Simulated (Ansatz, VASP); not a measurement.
## Ru in VASP and in Ansatz

The input INCAR:

```
SYSTEM = Ru
PREC = Accurate ; ENCUT = 520
EDIFF = 1E-6 ; ISMEAR = 0
SIGMA = 0.020999999999999998 ; LREAL = .FALSE.
LASPH = .TRUE. ; NELM = 80
ALGO = Fast ; ISIF = 2
LWAVE = .FALSE. ; LCHARG = .TRUE.
GGA = PE ; LELF = .TRUE.
LVHAR = .TRUE. ; NBANDS = 21
```

Contents of KPOINTS:

```
regular mesh
0
G
  11 11 6
  0 0 0
```

File POSCAR:

```
Ru
1.0
    2.7058000000      0.0000000000      0.0000000000
   -1.3529000000      2.3432915376      0.0000000000
    0.0000000000      0.0000000000      4.2819000000
Ru
2
Direct
    0.6666666667      0.3333333333      0.7500000000
    0.3333333333      0.6666666667      0.2500000000
```

input.yaml

```yaml
crystal:
  lattice:
    - [2.7058, 0.0, 0.0]
    - [-1.3529, 2.3432915376, 0.0]
    - [0.0, 0.0, 4.2819]
  atoms:
    - { symbol: Ru, position: [0.6666666667, 0.3333333333, 0.75] }
    - { symbol: Ru, position: [0.3333333333, 0.6666666667, 0.25] }
hamiltonian:
  xc: pbe
  pseudopotentials: { kind: paw }
kpoints:
  mp_grid: { grid: [11, 11, 6] }
scf:
  occupations: { method: gaussian, width: 0.021 }
output:
  forces: true
  stress: true
  eigenvalues: true
```

Alike in both runs: task single point; functional PBE; k mesh 11 × 11 × 6; occupations gaussian, width 0.021 eV; no spin polarisation.

|  | VASP | Ansatz |
| --- | --- | --- |
| version | VASP 6.6.1 | Ansatz 0.2.0 |
| potentials or method | VASP PAW PBE potentials, release 64 (Ru_pv) | Ansatz PAW |
| plane-wave cutoff (eV) | 520 | 420 |
| valence electrons in the cell | 28 | 32 |

VASP gave:

* gap on the k mesh at the Fermi level (eV): none
* pressure (GPa): 4.5
* traceless stress, the component that is largest in VASP (GPa): -0.05

Question: Which values does Ansatz return?

Answer: gap on the k mesh at the Fermi level (eV): none; pressure (GPa): 4.5; traceless stress, the component that is largest in VASP (GPa): -0.08.

A gap of «none» marks a metal or a gap that the smearing closes. VASP's potentials hold 28 valence electrons a cell and Ansatz's 32, so a difference there can come from the potentials and not from the codes.
